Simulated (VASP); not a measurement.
Wanted: the native input for a VASP 6.6.1 run.

* Task: single point
* Functional: RPBE
* Potentials or basis: VASP PAW PBE potentials, release 64 (Sn_d, Se)
* Cutoff: 520 eV
* k mesh: 8 × 8 × 5
* Occupations: fermi-dirac, width 0.05 eV
* Spin: no spin polarisation
* Dipole correction: no
* Further INCAR settings: ALGO = Normal; EDIFF = 1e-06; NBANDS = 20

The structure of SnSe2 lies in POSCAR:

```
SnSe2
1.0
    3.9144633505      0.0000000000      0.0000000000
   -1.9572316752      3.3900247037      0.0000000000
    0.0000000000      0.0000000000      8.1171871853
Sn Se
1 2
Direct
    0.0000000000      0.0000000000      0.0000000000
    0.6666666667      0.3333333333      0.8033073264
    0.3333333333      0.6666666667      0.1966926736
```

These files were run (other wordings do the same):

INCAR

```
SYSTEM = SnSe2
ALGO     = Normal         ! electronic algorithm
EDIFF    = 1E-6           ! SCF threshold, eV
ENCUT    = 520            ! plane-wave cutoff, eV
GGA      = RP             ! functional
ISIF     = 2              ! what is computed and relaxed
ISMEAR   = -1             ! smearing method
LASPH    = .True.         ! aspherical terms in the spheres
LCHARG   = .True.         ! write CHGCAR
LELF     = .True.         ! ELF
LREAL    = .False.        ! projectors in reciprocal space
LVHAR    = .True.       
LWAVE    = .False.        ! write WAVECAR
NBANDS   = 20             ! bands
NELM     = 80             ! most SCF steps
PREC     = Accurate       ! precision mode
SIGMA    = 0.05           ! smearing width, eV
```

KPOINTS

```
k-points
0
Gamma
  8 8 5
  0 0 0
```

Potentials or basis: VASP PAW PBE potentials, release 64 (Sn_d, Se).

The run is started by

```bash
$ cat potpaw_PBE.64/Sn_d/POTCAR potpaw_PBE.64/Se/POTCAR > POTCAR
$ mpirun -np 1 vasp_std > vasp.out
```

Results of the run:

```
Pressure               : 0.0 GPa
Largest force          : 0.008 eV/Å
Band gap on the k mesh : 0.83 eV (least direct gap 1.12 eV)
```

Caveat: the PAW data sets were made with another functional, which shifts forces and pressure a little; spin-orbit coupling is left out, which moves the levels of the heavy elements; an odd mesh through Γ misses points on the zone boundary, where band edges can lie; this functional lacks dispersion, which binds the layers, so the pressure and a relaxed spacing across them are unreliable.

Run time: 53 s on 1 thread of AMD EPYC 7R13 Processor (Zen 3) (shared host), peak memory 0.23 GiB.
